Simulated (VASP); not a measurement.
Write the native input for VASP 6.6.1 that does the following.

```
Task                   : single point
Functional             : PBE
Dispersion             : D3(BJ)
Potentials or basis    : VASP PAW PBE potentials, release 64 (Sn_d, O)
Cutoff                 : 520 eV
k mesh                 : 8 × 6 × 6
Occupations            : gaussian, width 0.05 eV
Spin                   : no spin polarisation
Dipole correction      : no
Further INCAR settings : ALGO = Normal; EDIFF = 1e-07; NBANDS = 35
```

The structure of SnO2 lies in POSCAR:

```
SnO2
1.0
    1.6186264610     -2.8035432689      0.0000000000
    1.6186264610      0.9345144230      4.2918257460
   -4.8558793830     -2.8035432689      0.0000000000
Sn O
2 4
Direct
    0.5420109282      0.4590178198     -0.0125429783
   -0.0420109282      0.5409821802      0.5125429783
    0.4800750937      0.7460447061      0.7646400351
    1.0199249063      0.7155554097      0.2225600035
    0.4800750937      0.2844445903      0.2774399965
    1.0199249063      0.2539552939      0.7353599649
```

This cell differs from its parent crystal: atoms displaced along a vibrational mode.

These files were run (other wordings do the same):

INCAR

```
PREC = Accurate
ENCUT = 520
EDIFF = 1E-7
ISMEAR = 0
SIGMA = 0.05
LREAL = F
LASPH = T
NELM = 100
ALGO = Normal
ISIF = 2
LWAVE = F
LCHARG = F
GGA = PE
IVDW = 12
NBANDS = 35
```

KPOINTS

```
Automatic mesh
0
Gamma
  8 6 6
```

Potentials or basis: VASP PAW PBE potentials, release 64 (Sn_d, O).

Run with:

```sh
$ cat potpaw_PBE.64/Sn_d/POTCAR potpaw_PBE.64/O/POTCAR > POTCAR
$ mpirun -np 1 vasp_std > vasp.out
```

Results of the run:

The pressure is -0.1 GPa, the largest force is 1.569 eV/Å and the band gap on the k mesh is 1.22 eV (least direct gap 1.25 eV). The dispersion energy per atom is -0.201 eV.

Caveat: the cell differs from its parent crystal (atoms displaced along a vibrational mode); spin-orbit coupling is left out, which moves the levels of the heavy elements; forces of over 1 eV/Å act on the atoms, so gaps and moduli don't describe the material at rest.

Run time: 5.8 min on 1 thread of Intel(R) Xeon(R) Platinum 8488C (Sapphire Rapids), on a shared host, peak memory 0.41 GiB.
